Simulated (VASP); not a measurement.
# Li2Se (Fm-3m) in VASP: further runs, part 2 of 2

VASP 6.6.1.

## 3. Single point, PBE-based screened hybrid with 35 % exact exchange

POSCAR

```
Li2Se
1.0
    0.0000000000      2.9934588658      2.9934588658
    2.9934588658      0.0000000000      2.9934588658
    2.9934588658      2.9934588658      0.0000000000
Li Se
2 1
Direct
    0.2500000000      0.2500000000      0.2500000000
    0.7500000000      0.7500000000      0.7500000000
    0.0000000000      0.0000000000      0.0000000000
```

INCAR.step1

```
SYSTEM = Li2Se
ALGO = Normal ; EDIFF = 1E-5
ENCUT = 650 ; GGA = PE
GGA_COMPAT = .FALSE. ; ISIF = 2
ISMEAR = 0 ; LASPH = .TRUE.
LCHARG = .FALSE. ; LREAL = .FALSE.
LWAVE = .TRUE. ; NBANDS = 13
NELM = 120 ; PREC = Accurate
SIGMA = 0.01
```

INCAR.step2

```
SYSTEM = Li2Se
AEXX = 0.35 ; ALGO = Normal
EDIFF = 1E-6 ; ENCUT = 650
GGA = PE ; GGA_COMPAT = .FALSE.
HFSCREEN = 0.3 ; ISIF = 2
ISMEAR = 0 ; ISTART = 1
LASPH = .TRUE. ; LCHARG = .FALSE.
LHFCALC = .TRUE. ; LREAL = .FALSE.
LWAVE = .FALSE. ; NBANDS = 13
NELM = 120 ; PREC = Accurate
PRECFOCK = Normal ; SIGMA = 0.01
```

KPOINTS

```
k-points
0
G
  4 4 4
  0 0 0
```

Potentials or basis: VASP PAW PBE potentials, release 64 (Li_sv, Se).

On the command line:

```console
$ cat potpaw_PBE.64/Li_sv/POTCAR potpaw_PBE.64/Se/POTCAR > POTCAR
$ cp INCAR.step1 INCAR
$ mpirun -np 1 vasp_std > vasp.out
$ cp INCAR.step2 INCAR
$ mpirun -np 1 vasp_std > vasp.out
```

OUTCAR:

```text
SYSTEM = Li2Se
   AEXX = 0.35
   EDIFF = 1E-6
   ENCUT = 650
   GGA = PE
   HFSCREEN = 0.3
   ISIF = 2
   ISMEAR = 0
   ISTART = 1
   LASPH = .TRUE.
   LHFCALC = .TRUE.
   LREAL = .FALSE.
   NELM = 120
   PREC = Accurate
   PRECFOCK = Normal

 ion  position               nearest neighbor table
   1  0.250  0.250  0.250-   3 2.59   3 2.59   3 2.59   3 2.59
   2  0.750  0.750  0.750-   3 2.59   3 2.59   3 2.59   3 2.59
   3  0.000  0.000  0.000-   2 2.59   2 2.59   2 2.59   1 2.59   1 2.59   1 2.59   2 2.59   1 2.59

  LATTYP: Found a face centered cubic cell.
 ALAT       =     5.9869177316

  Lattice vectors:

 A1 = (   0.0000000000,   2.9934588658,   2.9934588658)
 A2 = (   2.9934588658,   0.0000000000,   2.9934588658)
 A3 = (   2.9934588658,   2.9934588658,   0.0000000000)

Analysis of symmetry for initial positions (statically):
=====================================================================
 Subroutine PRICEL returns:
 Original cell was already a primitive cell.

 Routine SETGRP: Setting up the symmetry group for a
 face centered cubic supercell.

 Subroutine GETGRP returns: Found 48 space group operations
 (whereof 48 operations were pure point group operations)
 out of a pool of 48 trial point group operations.

The static configuration has the point symmetry O_h .

Analysis of symmetry for dynamics (positions and initial velocities):
=====================================================================
 Subroutine PRICEL returns:
 Original cell was already a primitive cell.

 Routine SETGRP: Setting up the symmetry group for a
 face centered cubic supercell.

 Subroutine GETGRP returns: Found 48 space group operations
 (whereof 48 operations were pure point group operations)
 out of a pool of 48 trial point group operations.

The dynamic configuration has the point symmetry O_h .

 Subroutine INISYM returns: Found 48 space group operations
 (whereof 48 operations are pure point group operations),
[... 116 lines left out ...]
   ENCUTFOCK=  -1.0 apply spherical cutoff to Coloumb kernel
   IVDW    =     0    specifies the selected vdW correction
   LEPSILON=     F    determine dielectric tensor
   LRPA    =     F    only Hartree local field effects (RPA)
 non-spin polarized calculation
 Gauss-broadening in eV      SIGMA  =   0.01
  energy-cutoff  :      650.00
  volume of cell :       53.65
 maximum number of plane-waves:      2044
  NGX = 28; NGY = 28; NGZ = 28

 number of electron      11.9999994 magnetization

 Free energy of the ion-electron system (eV)
  ---------------------------------------------------
  ext. energy  EPLUGINS =         0.00000000
  ---------------------------------------------------
  free energy    TOTEN  =       -12.74619807 eV

  energy without entropy =      -12.74619807  energy(sigma->0) =      -12.74619807

 E-fermi :   0.3568     XC(G=0):  -6.5921

 val. band max:        0.2972136065   @ k =   0.0000   0.0000   0.0000
 cond. band min:       4.2184111614   @ k =   0.5000   0.5000   0.0000
 fundamental gap:      3.9211975549
 Fermi energy:         0.3568201216

 k-point     1 :       0.0000    0.0000    0.0000
  band No.  band energies     occupation
      1     -48.5842      2.00000
      2     -48.5578      2.00000
      3     -12.5028      2.00000
      4       0.2972      2.00000
      5       0.2972      2.00000
      6       0.2972      2.00000
      7       4.8220      0.00000
      8       7.0874      0.00000
      9       7.0874      0.00000
     10       7.0874      0.00000
     11      12.2203      0.00000
     12      12.2203      0.00000
     13      12.6273      0.00000
[... 98 lines left out ...]
  band No.  band energies     occupation
      1     -48.5700      2.00000
      2     -48.5700      2.00000
      3     -11.9006      2.00000
      4      -1.8046      2.00000
      5      -1.8046      2.00000
      6      -1.5769      2.00000
      7       6.4595      0.00000
      8       7.9799      0.00000
      9       9.6384      0.00000
     10       9.6384      0.00000
     11      12.9700      0.00000
     12      12.9700      0.00000
     13      13.8765      0.00000

------------------------ aborting loop because EDIFF is reached ----------------------------------------

  FORCE on cell =-STRESS in cart. coord.  units (eV):
  Direction    XX          YY          ZZ          XY          YZ          ZX
  --------------------------------------------------------------------------------------
  -------------------------------------------------------------------------------------
  Total       -0.2268643     -0.2268643     -0.2268643      0.0000000      0.0000000     -0.0000000
  in kB       -6.7752727     -6.7752727     -6.7752727      0.0000000      0.0000000     -0.0000000
  external PRESSURE =      -6.7752727 kB  Pullay stress =       0.0000000 kB

 VOLUME and BASIS-vectors are now :
 -----------------------------------------------------------------------------
  energy-cutoff  :      650.00
  volume of cell :       53.65
      direct lattice vectors                 reciprocal lattice vectors
     0.000000000  2.993458866  2.993458866    -0.167030857  0.167030857  0.167030857
     2.993458866  0.000000000  2.993458866     0.167030857 -0.167030857  0.167030857
     2.993458866  2.993458866  0.000000000     0.167030857  0.167030857 -0.167030857

 POSITION                                       TOTAL-FORCE (eV/Angst)
 -----------------------------------------------------------------------------------
      1.49673      1.49673      1.49673        -0.000000     -0.000000     -0.000000
      4.49019      4.49019      4.49019         0.000000     -0.000000      0.000000
      0.00000      0.00000      0.00000        -0.000000      0.000000      0.000000
 -----------------------------------------------------------------------------------
    total drift:                               -0.000000     -0.000000     -0.000000

  FREE ENERGIE OF THE ION-ELECTRON SYSTEM (eV)
  ---------------------------------------------------
  free  energy   TOTEN  =       -12.7461980678 eV

  energy  without entropy=      -12.7461980678  energy(sigma->0) =      -12.74619807
```

Wall time 2.5 min (1 thread of AMD EPYC 9R45 (Zen 5), shared host); peak memory 0.29 GiB.

Results:

- Free energy: -12.7462 eV
- Pressure: -0.7 GPa
- Band gap on the k mesh: 3.92 eV (least direct gap 4.52 eV)

Levels at points of the mesh, in eV from the valence-band top:
```csv
k point,band 4,band 5,band 6,band 7,band 8,band 9
"(0.00, 0.00, 0.00)",0.00,0.00,0.00,4.52,6.79,6.79
"(0.50, 0.00, 0.00)",-3.20,-0.57,-0.57,6.32,7.11,7.11
"(0.50, 0.50, 0.00)",-2.55,-1.56,-1.56,3.92,7.32,11.86
```

Caveat: the k points lie up to 0.45 Å⁻¹ apart; the PAW data sets were made with another functional, which shifts forces and pressure a little. A k mesh can miss the band edges.

## 4. Single point, HSE06

POSCAR is that of step 3.

INCAR.step1

```
ALGO = Normal ; EDIFF = 1E-5
ENCUT = 650 ; GGA = PE
GGA_COMPAT = F ; ISIF = 2
ISMEAR = -1 ; LASPH = T
LCHARG = F ; LREAL = F
LWAVE = T ; NBANDS = 13
NELM = 120 ; PREC = Accurate
SIGMA = 0.001
```

INCAR.step2

```
ALGO = Normal ; EDIFF = 1E-6
ENCUT = 650 ; GGA = PE
GGA_COMPAT = F ; HFSCREEN = 0.2079
ISIF = 2 ; ISMEAR = -1
ISTART = 1 ; LASPH = T
LCHARG = F ; LHFCALC = T
LREAL = F ; LWAVE = F
NBANDS = 13 ; NELM = 120
PREC = Accurate ; PRECFOCK = Normal
SIGMA = 0.001
```

KPOINTS

```
k-points
0
Gamma
  4 4 4
```

On the command line:

```console
$ cat potpaw_PBE.64/Li_sv/POTCAR potpaw_PBE.64/Se/POTCAR > POTCAR
$ cp INCAR.step1 INCAR
$ mpirun -np 1 vasp_std > vasp.out
$ cp INCAR.step2 INCAR
$ mpirun -np 1 vasp_std > vasp.out
```

Wall time 2.6 min (1 thread of AMD EPYC 9R45 (Zen 5), shared host); peak memory 0.29 GiB.

It converged, with:

- Free energy: -12.5553 eV
- Pressure: -0.5 GPa
- Band gap on the k mesh: 3.83 eV (least direct gap 4.39 eV)

Levels at points of the mesh, in eV from the valence-band top:
| k point | band 3 | band 4 | band 5 | band 6 | band 7 | band 8 | band 9 | band 10 |
| --- | --- | --- | --- | --- | --- | --- | --- | --- |
| (0.00, 0.00, 0.00) | -12.48 | 0.00 | 0.00 | 0.00 | 4.39 | 6.67 | 6.67 | 6.67 |
| (0.50, 0.00, 0.00) | -12.05 | -3.19 | -0.57 | -0.57 | 6.19 | 6.99 | 6.99 | 9.07 |
| (0.50, 0.50, 0.00) | -11.91 | -2.52 | -1.56 | -1.56 | 3.83 | 7.22 | 11.68 | 11.68 |

Caveat: the k points lie up to 0.45 Å⁻¹ apart; the PAW data sets were made with another functional, which shifts forces and pressure a little.

## 5. Overview

```tsv
level	smearing	share of exact exchange	screening parameter	gap on the mesh (eV)	pressure (GPa)
PBE-based screened hybrid with 5 % exact exchange	gaussian 0.01 eV	0.05	0.1 1/Å	3.19	0.1
PBE-based screened hybrid with 35 % exact exchange	gaussian 0.01 eV	0.35	0.3 1/Å	3.92	-0.7
HSE06	fermi-dirac 0.001 eV	0.25	0.2079 1/Å	3.83	-0.5
```

Alike in all rows: task single point; potentials or basis VASP PAW PBE potentials, release 64 (Li_sv, Se); no spin polarisation; cell as given; k mesh 4 × 4 × 4; cutoff (eV) 650.

Caveats: all runs use coarse meshes; the PAW data sets were made with another functional, which shifts forces and pressure a little.

Total energies depend on the potentials used, so only differences within one code and one set of settings carry meaning.
